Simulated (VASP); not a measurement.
# Be2Cd2S in VASP: a series of runs, part 2 of 2

VASP 6.6.1.

## (3) Relaxation of cell and atoms, PBE

This run uses another cell than the first one, of 22.13 Å³/atom.

Contents of INCAR:

```
SYSTEM = Be2Cd2S
  PREC = Accurate
  ENCUT = 600
  EDIFF = 1E-6
  ISMEAR = 0
  SIGMA = 0.1
  LREAL = .False.
  LASPH = .True.
  NELM = 60
  ALGO = Normal
  ISIF = 3
  LWAVE = .False.
  LCHARG = .False.
  GGA = PE
  IBRION = 2
  NSW = 100
  EDIFFG = -0.01
```

Contents of KPOINTS:

```
regular mesh
0
Gamma
  10 10 6
  0 0 0
```

Contents of POSCAR:

```
Be2Cd2S
1.0
    3.7825697634      0.0000000000      0.0000000000
    0.0000000000      3.7825697634      0.0000000000
    0.0000000000      0.0000000000      7.7345262605
Be Cd S
2 2 1
Direct
    0.5000000000      0.0000000000      0.7487792965
    0.0000000000      0.5000000000      0.7487792965
    0.5000000000      0.0000000000      0.0874060396
    0.0000000000      0.5000000000      0.0874060396
    0.0000000000      0.0000000000      0.6078207779
```

Potentials or basis: VASP PAW PBE potentials, release 64 (Be, Cd, S).

The run is started by

```
> cat potpaw_PBE.64/Be/POTCAR potpaw_PBE.64/Cd/POTCAR potpaw_PBE.64/S/POTCAR > POTCAR
> mpirun -np 1 vasp_std > vasp.out
```

OUTCAR:

```text
SYSTEM = Be2Cd2S
   PREC = Accurate
   ENCUT = 600
   EDIFF = 1E-6
   ISMEAR = 0
   LREAL = .False.
   LASPH = .True.
   NELM = 60
   ISIF = 3
   GGA = PE
   IBRION = 2
   NSW = 100
   EDIFFG = -0.01

 ion  position               nearest neighbor table
   1  0.500  0.000  0.749-   5 2.18   5 2.18   3 2.62
   2  0.000  0.500  0.749-   5 2.18   5 2.18   4 2.62
   3  0.500  0.000  0.087-   1 2.62   4 2.67   4 2.67   4 2.67   4 2.67
   4  0.000  0.500  0.087-   2 2.62   3 2.67   3 2.67   3 2.67   3 2.67
   5  0.000  0.000  0.608-   1 2.18   2 2.18   2 2.18   1 2.18

  LATTYP: Found a simple tetragonal cell.
 ALAT       =     3.7825697634
 C/A-ratio  =     2.0447808618

  Lattice vectors:

 A1 = (   3.7825697634,   0.0000000000,   0.0000000000)
 A2 = (   0.0000000000,   3.7825697634,   0.0000000000)
 A3 = (   0.0000000000,   0.0000000000,   7.7345262605)

Analysis of symmetry for initial positions (statically):
=====================================================================
 Subroutine PRICEL returns:
 Original cell was already a primitive cell.

[... 181 lines left out ...]
  Direction    XX          YY          ZZ          XY          YZ          ZX
  --------------------------------------------------------------------------------------
  -------------------------------------------------------------------------------------
  Total       -0.5499431     -0.5499431      0.6424643      0.0000000      0.0000000     -0.0000000
  in kB       -7.9619732     -7.9619732      9.3014781      0.0000000      0.0000000     -0.0000000
  external PRESSURE =      -2.2074894 kB  Pullay stress =       0.0000000 kB
[... 221 lines left out ...]
--------------------------------------- Ionic step        7  -------------------------------------------

 number of electron      34.0000010 magnetization

 Free energy of the ion-electron system (eV)
  ---------------------------------------------------
  ext. energy  EPLUGINS =         0.00000000
  ---------------------------------------------------
  free energy    TOTEN  =       -11.89310192 eV

  energy without entropy =      -11.88567511  energy(sigma->0) =      -11.88938851

 E-fermi :   2.3162     XC(G=0):  -8.7858

 val. band max:        2.3116724520   @ k =   0.2000   0.1000   0.3333
 cond. band min:       2.3799324842   @ k =   0.2000   0.1000   0.1667
 fundamental gap:      0.0682600322
 Fermi energy:         2.3162490002

 k-point     1 :       0.0000    0.0000    0.0000
  band No.  band energies     occupation
      1     -12.3094      2.00000
      2      -8.2777      2.00000
      3      -7.9643      2.00000
      4      -7.7530      2.00000
      5      -7.0235      2.00000
      6      -7.0235      2.00000
[... 565 lines left out ...]
     20       5.1937      0.00000
     21       5.2238      0.00000

 [... further k-points ...]

------------------------ aborting loop because EDIFF is reached ----------------------------------------

  FORCE on cell =-STRESS in cart. coord.  units (eV):
  Direction    XX          YY          ZZ          XY          YZ          ZX
  --------------------------------------------------------------------------------------
  -------------------------------------------------------------------------------------
  Total       -0.0064759     -0.0064759      0.0122228      0.0000000      0.0000000      0.0000000
  in kB       -0.0938693     -0.0938693      0.1771713      0.0000000      0.0000000      0.0000000
  external PRESSURE =      -0.0035224 kB  Pullay stress =       0.0000000 kB
[... 20 lines left out ...]
  FREE ENERGIE OF THE ION-ELECTRON SYSTEM (eV)
  ---------------------------------------------------
  free  energy   TOTEN  =       -11.8931019182 eV

  energy  without entropy=      -11.8856751106  energy(sigma->0) =      -11.88938851

 reached required accuracy - stopping structural energy minimisation
```

CONTCAR:

```text
Be2Cd2S
   1.00000000000000
     3.7573716624512650    0.0000000000000000   -0.0000000000000000
     0.0000000000000000    3.7573716624512650    0.0000000000000000
     0.0000000000000000   -0.0000000000000000    7.8292107914208984
  Be              Cd              S
     2     2     1
Direct
     0.5000000000000000    0.0000000000000000    0.7486328692490712
     0.0000000000000000    0.5000000000000000    0.7486328692490712
     0.5000000000000000    0.0000000000000000    0.0884286996729800
     0.0000000000000000    0.5000000000000000    0.0884286996729800
     0.0000000000000000    0.0000000000000000    0.6060683122558885

  0.00000000E+00  0.00000000E+00  0.00000000E+00
  0.00000000E+00  0.00000000E+00  0.00000000E+00
  0.00000000E+00  0.00000000E+00  0.00000000E+00
  0.00000000E+00  0.00000000E+00  0.00000000E+00
  0.00000000E+00  0.00000000E+00  0.00000000E+00
```

Run time: 32 min. Hardware: 1 thread of Intel Xeon 8259CL, shared host; peak memory 0.41 GiB.

What came out:

```yaml
Free_energy: -11.8931 eV
Relaxed_volume: 22.11 Å³/atom
Relaxed_cell: a = 3.757 Å, b = 3.757 Å, c = 7.829 Å, α = 90.00°, β = 90.00°, γ = 90.00°
Space_group_after_relaxing_to_0.1_Å: P4mm (No. 99)
Energy_gained_by_relaxing: 1.9 meV/atom
Ionic_steps: 7
Pressure_after_relaxing: 0.0 GPa
Largest_force_after_relaxing: 0.009 eV/Å
Band_gap_on_the_k_mesh: zero (bands 17 and 18 overlap by 2.58 eV)
```

Forces in eV/Å, atoms in the order of the input:
```
Be   0.000  0.000 -0.007
Be   0.000  0.000 -0.007
Cd   0.000  0.000  0.003
Cd   0.000  0.000  0.003
S    0.000  0.000  0.009
```

Step by step:
| step | energy change (eV) | largest force (eV/Å) | pressure (GPa) | volume (Å³) |
| --- | --- | --- | --- | --- |
| 1 | 0.0000 | 0.1592 | -0.22 | 110.66 |
| 2 | -0.0080 | 0.0854 | 0.10 | 110.17 |
| 3 | -0.0089 | 0.0479 | 0.27 | 109.94 |
| 4 | -0.0096 | 0.0250 | 0.00 | 110.54 |
| 5 | -0.0096 | 0.0219 | -0.01 | 110.52 |
| 6 | -0.0096 | 0.0194 | 0.00 | 110.50 |
| 7 | -0.0096 | 0.0090 | 0.00 | 110.53 |

Final structure:
```
Be Cd S
1.0
     3.75737    0.00000    0.00000
     0.00000    3.75737    0.00000
     0.00000    0.00000    7.82921
Be Cd S
2 2 1
Direct
  0.50000 0.00000 0.74863
  0.00000 0.50000 0.74863
  0.50000 0.00000 0.08843
  0.00000 0.50000 0.08843
  0.00000 0.00000 0.60607
```

Levels at points of the mesh, in eV from the Fermi level:
```
           k point  band 15  band 16  band 17  band 18  band 19  band 20
(0.00, 0.00, 0.00)    -4.60    -1.30     0.42     1.92     2.61     2.61
(0.50, 0.00, 0.00)    -4.14    -3.96    -0.93     1.04     2.27     2.69
(0.50, 0.50, 0.00)    -2.71    -1.40    -1.27    -1.27    -0.71     1.44
(0.00, 0.00, 0.50)    -4.60    -2.37     0.80     1.91     2.47     2.47
(0.50, 0.00, 0.50)    -4.13    -3.49    -0.51     0.26     2.32     2.70
(0.50, 0.50, 0.50)    -2.67    -1.34    -1.34    -1.18    -0.82     1.90
```

The gap in the log of VASP goes by the Fermi energy; the results here count the filled bands.